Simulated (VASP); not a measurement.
# Ni (Fm-3m) in VASP: relaxation of cell and atoms with PBE

Aim: the relaxation of cell and atoms of Ni with PBE.

Everything below comes from runs of VASP 6.6.1. Logs are shortened: lines on timing, memory, paths and dates and some standing lists are left out, and cuts for length are marked.

**1. The cell of the first run**

Symmetry: Fm-3m, No. 225, cubic system. The conventional cell has a = 3.470 Å, b = 3.470 Å, c = 3.470 Å, α = 90.00°, β = 90.00°, γ = 90.00°. Within 3.2 Å of Ni (site symmetry m-3m) lie 12 Ni at 2.45 Å.

**2. Relaxation of cell and atoms, PBE, collinear spin, ferromagnetic start**

Contents of INCAR:

```
SYSTEM = Ni
PREC = Accurate ; ENCUT = 600
EDIFF = 1E-7 ; ISMEAR = 0
SIGMA = 0.1 ; LREAL = .FALSE.
LASPH = .TRUE. ; NELM = 200
ALGO = Normal ; ISIF = 3
LWAVE = .FALSE. ; LCHARG = .FALSE.
ISPIN = 2 ; MAGMOM = 0.81
LORBIT = 11 ; LMAXMIX = 4
GGA = PE ; IBRION = 2
NSW = 100 ; EDIFFG = -0.05
GGA_COMPAT = .FALSE. ; NELMIN = 4
```

Contents of KPOINTS:

```
regular mesh
0
G
  10 10 10
  0 0 0
```

Contents of POSCAR:

```
Ni
1.0
    0.0000000000      1.7350000000      1.7350000000
    1.7350000000      0.0000000000      1.7350000000
    1.7350000000      1.7350000000      0.0000000000
Ni
1
Direct
    0.0000000000      0.0000000000      0.0000000000
```

Potentials or basis: VASP PAW PBE potentials, release 64 (Ni).

On the command line:

```
$ cat potpaw_PBE.64/Ni/POTCAR > POTCAR
$ mpirun -np 1 vasp_std > vasp.out
```

OUTCAR:

```text
SYSTEM = Ni
   PREC = Accurate
   ENCUT = 600
   EDIFF = 1E-7
   ISMEAR = 0
   LREAL = .FALSE.
   LASPH = .TRUE.
   NELM = 200
   ISIF = 3
   ISPIN = 2
   LORBIT = 11
   GGA = PE
   IBRION = 2
   NSW = 100
   EDIFFG = -0.05
   NELMIN = 4

 ion  position               nearest neighbor table
   1  0.000  0.000  0.000-

  LATTYP: Found a face centered cubic cell.
 ALAT       =     3.4700000000

  Lattice vectors:

 A1 = (   0.0000000000,   1.7350000000,   1.7350000000)
 A2 = (   1.7350000000,   0.0000000000,   1.7350000000)
 A3 = (   1.7350000000,   1.7350000000,   0.0000000000)

Analysis of symmetry for initial positions (statically):
=====================================================================
 Subroutine PRICEL returns:
 Original cell was already a primitive cell.

 Routine SETGRP: Setting up the symmetry group for a
 face centered cubic supercell.

 Subroutine GETGRP returns: Found 48 space group operations
 (whereof 48 operations were pure point group operations)
 out of a pool of 48 trial point group operations.

The static configuration has the point symmetry O_h .

Analysis of symmetry for dynamics (positions and initial velocities):
=====================================================================
 Subroutine PRICEL returns:
 Original cell was already a primitive cell.

 Routine SETGRP: Setting up the symmetry group for a
 face centered cubic supercell.

 Subroutine GETGRP returns: Found 48 space group operations
 (whereof 48 operations were pure point group operations)
 out of a pool of 48 trial point group operations.

The dynamic configuration has the point symmetry O_h .

Analysis of structural, dynamic, and magnetic symmetry:
=====================================================================
 Subroutine PRICEL returns:
 Original cell was already a primitive cell.

 Routine SETGRP: Setting up the symmetry group for a
 face centered cubic supercell.

 Subroutine GETGRP returns: Found 48 space group operations
 (whereof 48 operations were pure point group operations)
 out of a pool of 48 trial point group operations.

The overall configuration has the point symmetry O_h .

 Subroutine INISYM returns: Found 48 space group operations
 (whereof 48 operations are pure point group operations),
 and found     1 'primitive' translations

----------------------------------------------------------------------------------------

                                     Primitive cell

  volume of cell :      10.4455

  direct lattice vectors                    reciprocal lattice vectors
     0.000000000  1.735000000  1.735000000    -0.288184438  0.288184438  0.288184438
     1.735000000  0.000000000  1.735000000     0.288184438 -0.288184438  0.288184438
     1.735000000  1.735000000  0.000000000     0.288184438  0.288184438 -0.288184438

  length of vectors
     2.453660531  2.453660531  2.453660531     0.499150089  0.499150089  0.499150089

  position of ions in fractional coordinates (direct lattice)
     0.000000000  0.000000000  0.000000000

  ion indices of the primitive-cell ions
   primitive index   ion index
                 1           1

----------------------------------------------------------------------------------------

 KPOINTS: regular mesh

Automatic generation of k-mesh.
 Grid dimensions read from file:
 generate k-points for:   10   10   10

 Generating k-lattice:

  Cartesian coordinates                     Fractional coordinates (reciprocal lattice)
    -0.028818444  0.028818444  0.028818444     0.100000000  0.000000000  0.000000000
     0.028818444 -0.028818444  0.028818444     0.000000000  0.100000000  0.000000000
     0.028818444  0.028818444 -0.028818444     0.000000000  0.000000000  0.100000000

  Length of vectors
     0.049915009  0.049915009  0.049915009

  Shift w.r.t. Gamma in fractional coordinates (k-lattice)
     0.000000000  0.000000000  0.000000000

 Subroutine IBZKPT returns following result:
 ===========================================

 Found     47 irreducible k-points:

 Following reciprocal coordinates:
            Coordinates               Weight
  0.000000  0.000000  0.000000      1.000000
  0.100000  0.000000  0.000000      8.000000
  0.200000  0.000000  0.000000      8.000000
  0.300000  0.000000  0.000000      8.000000
  0.400000  0.000000  0.000000      8.000000
  0.500000  0.000000  0.000000      4.000000
[... 16 lines left out ...]
  0.300000  0.300000  0.000000      6.000000
  0.400000  0.300000  0.000000     24.000000
 [... further k-points ...]
   k-points           NKPTS =     47   k-points in BZ     NKDIM =     47   number of bands    NBANDS=      9
   number of dos      NEDOS =    301   number of ions     NIONS =      1
   total plane-waves  NPLWV =   8000
   dimension x,y,z NGX =    20 NGY =   20 NGZ =   20
   dimension x,y,z NGXF=    40 NGYF=   40 NGZF=   40
   ions per type =               1
   NGX,Y,Z   is equivalent  to a cutoff of  13.55, 13.55, 13.55 a.u.
   NGXF,Y,Z  is equivalent  to a cutoff of  27.10, 27.10, 27.10 a.u.
 SYSTEM =  Ni
   PREC   = accura    normal or accurate (medium, high low for compatibility)
   ISTART =      0    job   : 0-new  1-cont  2-samecut
   ICHARG =      2    charge: 1-file 2-atom 10-const
   ISPIN  =      2    spin polarized calculation?
   LNONCOLLINEAR =      F non collinear calculations
   LSORBIT =      F    spin-orbit coupling
   LASPH  =      T    aspherical Exc in radial PAW
   ENCUT  =  600.0 eV  44.10 Ry    6.64 a.u.   4.90  4.90  4.90*2*pi/ulx,y,z
   NELM   =    200;   NELMIN=  4; NELMDL= -5     # of ELM steps
   EDIFF  = 0.1E-06   stopping-criterion for ELM
   LREAL  =      F    real-space projection
   EDIFFG = -.5E-01   stopping-criterion for IOM
   NSW    =    100    number of steps for IOM
   IBRION =      2    ionic relax: 0-MD 1-quasi-New 2-CG
   NFREE  =      1    steps in history (QN), initial steepest desc. (CG)
   ISIF   =      3    stress and relaxation
   ISYM   =      2    0-nonsym 1-usesym 2-fastsym
   POTIM  = 0.5000    time-step for ionic-motion
   TEBEG  =    0.0;   TEEND  =   0.0 temperature during run
   PSTRESS=    0.0 pullay stress
   NELECT =      10.0000    total number of electrons
   NUPDOWN=      -1.0000    fix difference up-down
   EMIN   =  10.00;   EMAX   =-10.00  energy-range for DOS
   EFERMI =   0.00;   METHOD = LEGACY
   ISMEAR =     0;   SIGMA  =   0.10  broadening in eV -4-tet -1-fermi 0-gaus
   EFERMI_NEDOS =   21; number of points for ismear=-14 and -15
   IALGO  =     38    algorithm
   IMIX   =      4    mixing-type and parameters
     AMIX     =   0.40;   BMIX     =  1.00
     AMIX_MAG =   1.60;   BMIX_MAG =  1.00
  volume/ion in A,a.u.               =      10.45        70.49
  Fermi-wavevector in a.u.,A,eV,Ry     =   1.613487  3.049047 35.420576  2.603339
  Thomas-Fermi vector in A             =   2.708548
   LORBIT       =     11    0 simple, 1 ext, 2 COOP (PROOUT), +10 PAW based schemes
   GGA     = PE    functional components
   LHFCALC =     F    Hartree Fock is set to
   AEXX    =    0.0000 exact exchange contribution
   IVDW    =     0    specifies the selected vdW correction
   LEPSILON=     F    determine dielectric tensor
   LRPA    =     F    only Hartree local field effects (RPA)
 conjugate gradient relaxation of ions
 spin polarized calculation
 Gauss-broadening in eV      SIGMA  =   0.10
  energy-cutoff  :      600.00
  volume of cell :       10.45
 maximum number of plane-waves:       360
   NGX =  9   NGY =  9   NGZ =  9

--------------------------------------- Ionic step        1  -------------------------------------------

 number of electron      10.0000000 magnetization       0.8100000

 number of electron       9.9999997 magnetization       0.7051778

 Free energy of the ion-electron system (eV)
  ---------------------------------------------------
  ext. energy  EPLUGINS =         0.00000000
  ---------------------------------------------------
  free energy    TOTEN  =        -5.46326660 eV

  energy without entropy =       -5.45482468  energy(sigma->0) =       -5.45904564

------------------------ aborting loop because EDIFF is reached ----------------------------------------

  FORCE on cell =-STRESS in cart. coord.  units (eV):
  Direction    XX          YY          ZZ          XY          YZ          ZX
  --------------------------------------------------------------------------------------
  -------------------------------------------------------------------------------------
  Total        0.6179627      0.6179627      0.6179627      0.0000000     -0.0000000     -0.0000000
  in kB       94.7860519     94.7860519     94.7860519      0.0000000     -0.0000000     -0.0000000
  external PRESSURE =      94.7860519 kB  Pullay stress =       0.0000000 kB
[... 55 lines left out ...]
  energy  without entropy=       -5.4550313725  energy(sigma->0) =       -5.45937743

--------------------------------------- Ionic step        3  -------------------------------------------

 number of electron      10.0000010 magnetization       0.7169849

 Free energy of the ion-electron system (eV)
  ---------------------------------------------------
  ext. energy  EPLUGINS =         0.00000000
  ---------------------------------------------------
  free energy    TOTEN  =        -5.47640523 eV

  energy without entropy =       -5.46784449  energy(sigma->0) =       -5.47212486

 E-fermi :   9.3469     XC(G=0): -13.2397

 val. band max:        9.3459672330   @ k =  -0.4000   0.2000   0.0000
 cond. band min:       9.3594313788   @ k =   0.5000   0.3000   0.1000
 fundamental gap:      0.0134641458
 Fermi energy:         9.3469473762

 spin component 1

 k-point     1 :       0.0000    0.0000    0.0000
  band No.  band energies     occupation
      1       0.3348      1.00000
      2       6.8399      1.00000
      3       6.8399      1.00000
      4       6.8399      1.00000
      5       8.0218      1.00000
      6       8.0218      1.00000
      7      33.0260      0.00000
      8      36.8586      0.00000
      9      36.8586      0.00000
[... 265 lines left out ...]
 k-point    24 :       0.4000    0.3000    0.0000
  band No.  band energies     occupation
      1       4.6822      1.00000
      2       5.5030      1.00000
      3       7.5559      1.00000
      4       8.1007      1.00000
      5       8.6533      1.00000
      6       9.3127      0.68589
      7      23.2447      0.00000
      8      24.3093      0.00000
      9      26.1819      0.00000

 [... further k-points ...]

 spin component 2

 k-point     1 :       0.0000    0.0000    0.0000
  band No.  band energies     occupation
      1       0.3179      1.00000
      2       7.6907      1.00000
      3       7.6907      1.00000
      4       7.6907      1.00000
      5       8.6842      1.00000
      6       8.6842      1.00000
      7      32.8719      0.00000
      8      36.8581      0.00000
      9      36.8581      0.00000
[... 304 lines left out ...]
  FREE ENERGIE OF THE ION-ELECTRON SYSTEM (eV)
  ---------------------------------------------------
  free  energy   TOTEN  =        -5.4764052337 eV

  energy  without entropy=       -5.4678444930  energy(sigma->0) =       -5.47212486

 reached required accuracy - stopping structural energy minimisation

 total charge

# of ion       s       p       d       tot
------------------------------------------
    1        0.498   0.498   8.306   9.303

 magnetization (x)

# of ion       s       p       d       tot
------------------------------------------
    1       -0.003  -0.022   0.753   0.727
```

Wall time 36 s (1 thread of Intel Xeon 8259CL, shared host); peak memory 0.14 GiB.

Results:

| Quantity | Value |
| --- | --- |
| Free energy | -5.4764 eV |
| Relaxed volume | 10.91 Å³/atom |
| Relaxed cell | a = 2.490 Å, b = 2.490 Å, c = 2.490 Å, α = 60.00°, β = 60.00°, γ = 60.00° |
| Space group after relaxing (to 0.1 Å) | Fm-3m (No. 225) |
| Energy gained by relaxing | 13.1 meV/atom |
| Ionic steps | 3 |
| Pressure after relaxing | 0.0 GPa |
| Net moment | 0.72 μB per cell |
| Site moments | Ni +0.73 μB |
| Valence electrons inside the program's atomic spheres | Ni 9.30 |

The path:
| step | energy change (eV) | largest force (eV/Å) | pressure (GPa) | volume (Å³) |
| --- | --- | --- | --- | --- |
| 1 | 0.0000 | 0.0000 | 9.48 | 10.45 |
| 2 | -0.0005 | 0.0000 | -7.80 | 11.41 |
| 3 | -0.0131 | 0.0000 | -0.02 | 10.91 |

Final structure:
```
Ni
1.0
     0.00000    1.76051    1.76051
     1.76051    0.00000    1.76051
     1.76051    1.76051    0.00000
Ni
1
Cartesian
  0.0000 0.0000 0.0000
```
